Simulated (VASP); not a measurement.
LiBeBS3: single point with PBE

The system is LiBeBS3.

```
Li Be B S
1.0
     5.70060    0.00000    0.00000
     2.79779    5.05150    0.00000
     2.24323    1.83826    6.65898
Li Be B S
2 2 2 6
Direct
  0.74190 0.12880 0.16320
  0.25810 0.87120 0.83680
  0.35720 0.72750 0.34240
  0.64280 0.27250 0.65760
  0.07050 0.40300 0.26920
  0.92950 0.59700 0.73080
  0.12460 0.68800 0.20826
  0.87540 0.31200 0.79174
  0.32940 0.09830 0.25980
  0.67060 0.90170 0.74020
  0.25650 0.57680 0.66029
  0.74350 0.42320 0.33971
```

* Program: VASP 6.6.1
* Task: single point
* Functional: PBE
* Potentials or basis: VASP PAW PBE potentials, release 64 (Li_sv, Be, B, S)
* Cutoff: 520 eV
* k mesh: 4 × 4 × 3, shifted
* Occupations: methfessel-paxton, width 0.0321 eV
* Spin: no spin polarisation

- Largest force: 3.510 eV/Å
- Band gap on the k mesh: 2.67 eV, indirect (least direct gap 2.87 eV)

Forces on the atoms (eV/Å):
```
Li   0.203  0.117 -0.024
Li  -0.203 -0.117  0.024
Be  -0.330 -0.417  0.732
Be   0.330  0.417 -0.732
B   -0.724  0.185  0.427
B    0.724 -0.185 -0.427
S    1.232  2.892 -1.562
S   -1.232 -2.892  1.562
S    2.246 -2.179 -0.722
S   -2.246  2.179  0.722
S    2.669  0.424 -0.320
S   -2.669 -0.424  0.320
```

Levels at points of the mesh, in eV from the valence-band top:
```tsv
k point	band 22	band 23	band 24	band 25	band 26	band 27	band 28	band 29	band 30	band 31
(0.12, 0.00, 0.17)	-0.99	-0.76	-0.51	-0.37	-0.28	2.81	4.19	5.04	5.35	5.68
```

Wall time 5.5 min on 1 thread of AMD EPYC 7R13 Processor (Zen 3), with other jobs on the host, peak memory 0.37 GiB.

Caveat: forces of over 1 eV/Å act on the atoms, so gaps and moduli don't describe the material at rest. Expect the measured gap to be larger: semilocal functionals such as PBE lack the derivative discontinuity.
